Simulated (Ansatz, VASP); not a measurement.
## One calculation of YSe2, two programs

Contents of INCAR:

```
SYSTEM = YSe2
PREC = Accurate ; ENCUT = 520
EDIFF = 1E-6 ; ISMEAR = -1
SIGMA = 0.02 ; LREAL = .FALSE.
LASPH = .TRUE. ; NELM = 60
ALGO = Normal ; ISIF = 2
LWAVE = .FALSE. ; LCHARG = .FALSE.
GGA = PE ; NBANDS = 32
```

The input KPOINTS:

```
Automatic mesh
0
G
  8 8 8
  0 0 0
```

POSCAR

```
YSe2
1.0
   -2.0149563970      2.8017447986      6.6755306718
    2.0149563970     -2.8017447986      6.6755306718
    2.0149563970      2.8017447986     -6.6755306718
Y Se
2 4
Direct
    0.8500289079      0.8500289079      0.0000000000
    0.1499710921      0.1499710921      0.0000000000
    0.7060746947      0.2060746947      0.5000000000
    0.2939253053      0.7939253053      0.5000000000
    0.7866245830      0.5000000000      0.2866245830
    0.2133754170      0.5000000000      0.7133754170
```

Input for Ansatz:

```yaml
crystal:
  lattice:
    - [-2.014956397, 2.8017447986, 6.6755306718]
    - [2.014956397, -2.8017447986, 6.6755306718]
    - [2.014956397, 2.8017447986, -6.6755306718]
  atoms:
    - { symbol: "Y", position: [0.8500289079, 0.8500289079, 0.0] }
    - { symbol: "Y", position: [0.1499710921, 0.1499710921, 0.0] }
    - { symbol: Se, position: [0.7060746947, 0.2060746947, 0.5] }
    - { symbol: Se, position: [0.2939253053, 0.7939253053, 0.5] }
    - { symbol: Se, position: [0.786624583, 0.5, 0.286624583] }
    - { symbol: Se, position: [0.213375417, 0.5, 0.713375417] }
kpoints:
  mp_grid: { grid: [8, 8, 8] }
  band_path:
    path:
      - [0.0, 0.0, 0.0]
      - [0.5, 0.5, -0.5]
      - [0.2734048328, 0.7265951672, -0.2734048328]
      - [-0.2734048328, 0.2734048328, 0.2734048328]
      - [0.295251334, -0.295251334, 0.295251334]
      - [0.704748666, 0.295251334, -0.295251334]
      - [0.0, 0.5, 0.0]
      - [0.25, 0.25, 0.25]
      - [0.5, 0.0, 0.0]
      - [0.2362010672, -0.2362010672, 0.2362010672]
      - [0.247396, -0.25, 0.25]
    npoints: 1
hamiltonian:
  xc: pbe
scf:
  occupations: { method: fermi_dirac, width: 0.02 }
  n_extra_bands: 5
output:
  forces: true
  stress: true
  eigenvalues: true
```

Change from the starting cell: biaxial_xy strain -1.4%.

Alike in both runs: task single point; functional PBE; k mesh 8 × 8 × 8; occupations fermi-dirac, width 0.02 eV; no spin polarisation.

|  | VASP | Ansatz |
| --- | --- | --- |
| version | VASP 6.6.1 | Ansatz 0.2.0 |
| potentials or method | VASP PAW PBE potentials, release 64 (Y_sv, Se) | plane waves, PAW |
| plane-wave cutoff (eV) | 520 | 420 |
| valence electrons in the cell | 46 | 86 |

Ansatz gave:

- pressure (GPa): 2.0
- traceless stress, the component that is largest in VASP (GPa): 0.78
- rms of the force components (eV/Å): 0.099

Q: What did VASP give for the same quantities?

A: Pressure (GPa): 2.1; traceless stress, the component that is largest in VASP (GPa): 0.84; rms of the force components (eV/Å): 0.110.

Atom by atom the forces differ by 0.012 eV/Å (rms over components). With one functional, cell and mesh, what is left measures potentials, basis and numerics. VASP's potentials hold 46 valence electrons a cell and Ansatz's 86, so a difference there can come from the potentials and not from the codes.
